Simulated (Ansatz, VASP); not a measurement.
## One calculation of Zr2Ti3N5, two programs

```
CELL_PARAMETERS angstrom
-1.56431 1.56431 10.97222
1.56431 -1.56431 10.97222
1.56431 1.56431 -10.97222
ATOMIC_POSITIONS crystal
Zr 0.19526 0.19526 0.00000
Zr 0.80474 0.80474 0.00000
Ti 0.00000 0.00000 0.00000
Ti 0.59360 0.59360 0.00000
Ti 0.40640 0.40640 0.00000
N 0.09486 0.09486 0.00000
N 0.69614 0.69614 0.00000
N 0.30386 0.30386 0.00000
N 0.90514 0.90514 0.00000
N 0.50000 0.50000 0.00000
```

Alike in both runs: functional PBE; k mesh 8 × 8 × 8; occupations gaussian, width 0.1 eV; collinear spin.

Ansatz relaxed the structure, and its values are those at the end. VASP's run is a single point on that final structure, the one shown.

|  | VASP | Ansatz |
| --- | --- | --- |
| version | VASP 6.6.1 | Ansatz 0.2.0 |
| potentials or method | VASP PAW PBE potentials, release 64 (Zr_sv, Ti_sv, N), cutoff 600 eV | scalar-relativistic, plane waves, PAW |
| valence electrons in the cell | 85 | 85 |

|  | VASP | Ansatz | Ansatz less VASP |
| --- | --- | --- | --- |
| gap on the k mesh at the Fermi level (eV) | none | none | - |
| pressure (GPa) | 0.2 | 0.0 | -0.22 |
| rms of the force components (eV/Å) | 0.006 | 0.001 | -0.0044 |
| net moment per atom (μB) | 0.00 | 0.00 | 0.000 |

A gap of «none» marks a metal or a gap that the smearing closes. Ansatz's warnings: seeded moment not kept.
